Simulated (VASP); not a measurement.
## Nb: single point with r2SCAN

Crystal: Nb.

```xyz
4
Lattice="2.7353 0.0000 0.0000 -1.3676 2.3688 0.0000 0.0000 0.0000 10.0788" Properties=species:S:1:pos:R:3 pbc="T T T"
Nb    0.0000    0.0000    0.0000
Nb    0.0000    0.0000    5.0394
Nb    0.0000    1.5792    2.5197
Nb    1.3676    0.7896    7.5591
```

This isn't the form of Nb at room conditions, which is bcc.

```
Program             : VASP 6.6.1
Task                : single point
Functional          : r2SCAN
Potentials or basis : VASP PAW PBE potentials, release 64 (Nb_sv)
Cutoff              : 520 eV
k mesh              : 14 × 14 × 4
Occupations         : fermi-dirac, width 0.05 eV
Spin                : collinear spin
Starting moments    : [1.0, 1.0, 1.0, 1.0] μB
```

- Pressure: 26.9 GPa
- Band gap on the k mesh: zero (filled and empty bands overlap)
- Net moment: 0.00 μB per cell
- Valence electrons inside the program's atomic spheres: Nb 10.89, 10.90 (each value once)

Stress tensor (GPa, compression positive):
```
27.76  0.00  0.00
 0.00 27.76  0.00
 0.00  0.00 25.08
```

Levels at points of the mesh, in eV from the Fermi level:
Spin up:
```csv
k point,band 22,band 23,band 24,band 25,band 26,band 27,band 28,band 29,band 30,band 31
"(0.00, 0.00, 0.00)",-1.59,-1.37,0.27,0.27,0.41,0.41,0.62,0.62,0.75,0.78
"(0.50, 0.00, 0.00)",-2.85,-2.76,-1.60,0.18,0.49,0.95,2.75,2.76,3.10,4.00
"(0.00, 0.00, 0.50)",-1.58,-0.31,-0.31,0.35,0.35,0.35,0.35,0.67,0.67,0.67
"(0.50, 0.00, 0.50)",-3.90,-1.82,-1.82,1.31,1.31,1.43,1.43,1.93,1.93,4.52
```
Spin down:
| k point | band 24 | band 25 | band 26 | band 27 | band 28 | band 29 |
| --- | --- | --- | --- | --- | --- | --- |
| (0.00, 0.00, 0.00) | 0.27 | 0.27 | 0.41 | 0.41 | 0.62 | 0.62 |
| (0.50, 0.00, 0.00) | -1.60 | 0.18 | 0.49 | 0.95 | 2.75 | 2.76 |
| (0.00, 0.00, 0.50) | -0.31 | 0.35 | 0.35 | 0.35 | 0.35 | 0.67 |
| (0.50, 0.00, 0.50) | -1.82 | 1.31 | 1.31 | 1.43 | 1.43 | 1.93 |

Wall time 22 min on 1 thread of Oxide Virtual Turin-like Processor (shared host), peak memory 0.33 GiB.

Caveat: the cell stands under pressure; the PAW data sets were made with another functional, which shifts forces and pressure a little.
